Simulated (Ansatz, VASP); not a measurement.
Ge: VASP beside Ansatz

INCAR

```
ALGO     = Normal         # electronic algorithm
EDIFF    = 1E-7           # SCF threshold, eV
ENCUT    = 520            # plane-wave cutoff, eV
GGA      = PE             # functional
ISIF     = 2              # what is computed and relaxed
ISMEAR   = -1             # smearing method
LASPH    = T              # aspherical terms in the spheres
LCHARG   = F              # write CHGCAR
LREAL    = F              # projectors in reciprocal space
LWAVE    = F              # write WAVECAR
NBANDS   = 13             # bands
NELM     = 100            # most SCF steps
PREC     = Accurate       # precision mode
SIGMA    = 0.05           # smearing width, eV
```

Contents of KPOINTS:

```
k-points
0
Gamma
  11 11 10
```

Contents of POSCAR:

```
Ge
1.0
    1.3686277522     -2.5474293491      0.0000000000
    1.3686277522      2.5474293491      0.0000000000
    0.0000000000      0.0000000000      2.6431496057
Ge
1
Direct
    0.5000000000      0.5000000000      0.0000000000
```

The input input.yaml:

```yaml
crystal:
  lattice:
    - [1.3686277522, -2.5474293491, 0.0]
    - [1.3686277522, 2.5474293491, 0.0]
    - [0.0, 0.0, 2.6431496057]
  atoms:
    - { symbol: Ge, position: [0.5, 0.5, 0.0] }
kpoints:
  mp_grid: { grid: [11, 11, 10] }
scf:
  occupations: { method: fermi_dirac, width: 0.05 }
hamiltonian:
  xc: pbe
  pseudopotentials: { kind: all_electron, lapw: { basis_error: 0.0005 } }
output:
  forces: true
  stress: true
  eigenvalues: true
```

Change from the starting cell: volume scaled by 0.94.

Alike in both runs: task single point; functional PBE; k mesh 11 × 11 × 10; occupations fermi-dirac, width 0.05 eV; no spin polarisation.

|  | VASP | Ansatz |
| --- | --- | --- |
| version | VASP 6.6.1 | Ansatz 0.2.0 |
| potentials or method | VASP PAW PBE potentials, release 64 (Ge_d), cutoff 520 eV | all-electron LAPW, scalar-relativistic |

```tsv
	VASP	Ansatz	Ansatz less VASP
gap on the k mesh at the Fermi level (eV)	none	none	-
pressure (GPa)	3.9	3.9	+0.02
traceless stress, the component that is largest in VASP (GPa)	-2.07	-2.07	+0.006
```

A gap of «none» marks a metal or a gap that the smearing closes. Ansatz ran all-electron here, and VASP with PAW potentials.
